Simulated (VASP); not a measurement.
Write the native input for VASP 6.6.1 that does the following.

* Task: single point
* Functional: r2SCAN
* Potentials or basis: VASP PAW PBE potentials, release 64 (Na_pv, H)
* Cutoff: 550 eV
* k mesh: 6 × 6 × 6
* Occupations: gaussian, width 0.1 eV
* Spin: no spin polarisation
* Dipole correction: no
* Further INCAR settings: ALGO = Normal; EDIFF = 1e-06; NBANDS = 11

Crystal: NaH.

```
Na H
1.0
     0.00000    2.44000    2.44000
     2.44000    0.00000    2.44000
     2.44000    2.44000    0.00000
Na H
1 1
Cartesian
  0.0000 0.0000 0.0000
  2.4400 2.4400 2.4400
```

The input as run:

POSCAR

```
NaH
1.0
    0.0000000000      2.4400000000      2.4400000000
    2.4400000000      0.0000000000      2.4400000000
    2.4400000000      2.4400000000      0.0000000000
Na H
1 1
Direct
    0.0000000000      0.0000000000      0.0000000000
    0.5000000000      0.5000000000      0.5000000000
```

INCAR.step1

```
ALGO     = Normal         # electronic algorithm
EDIFF    = 1E-5           # SCF threshold, eV
ENCUT    = 550            # plane-wave cutoff, eV
GGA      = PE             # functional
GGA_COMPAT= F            
ISMEAR   = 0              # smearing method
LASPH    = T              # aspherical terms in the spheres
LCHARG   = F              # write CHGCAR
LREAL    = F              # projectors in reciprocal space
LWAVE    = T              # write WAVECAR
NBANDS   = 11             # bands
NELM     = 120            # most SCF steps
PREC     = Accurate       # precision mode
SIGMA    = 0.1            # smearing width, eV
```

INCAR.step2

```
ALGO     = Normal         # electronic algorithm
EDIFF    = 1E-6           # SCF threshold, eV
ENCUT    = 550            # plane-wave cutoff, eV
GGA_COMPAT= F            
ISIF     = 2              # what is computed and relaxed
ISMEAR   = 0              # smearing method
ISTART   = 1            
LASPH    = T              # aspherical terms in the spheres
LCHARG   = F              # write CHGCAR
LMIXTAU  = T            
LREAL    = F              # projectors in reciprocal space
LWAVE    = F              # write WAVECAR
METAGGA  = R2SCAN         # meta-GGA
NBANDS   = 11             # bands
NELM     = 120            # most SCF steps
PREC     = Accurate       # precision mode
SIGMA    = 0.1            # smearing width, eV
```

KPOINTS

```
k-points
0
Gamma
  6 6 6
```

Potentials or basis: VASP PAW PBE potentials, release 64 (Na_pv, H).

Command:

```sh
$ cat potpaw_PBE.64/Na_pv/POTCAR potpaw_PBE.64/H/POTCAR > POTCAR
$ cp INCAR.step1 INCAR
$ mpirun -np 1 vasp_std > vasp.out
$ cp INCAR.step2 INCAR
$ mpirun -np 1 vasp_std > vasp.out
```

It gave:

| Quantity | Value |
| --- | --- |
| Pressure | -1.3 GPa |
| Band gap on the k mesh | 4.36 eV (least direct gap 5.14 eV) |

Caveat: the PAW data sets were made with another functional, which shifts forces and pressure a little.

Run time: 22 s on 1 thread of Intel(R) Xeon(R) Platinum 8375C CPU @ 2.90GHz (Ice Lake), with other jobs on the host, peak memory 0.15 GiB.
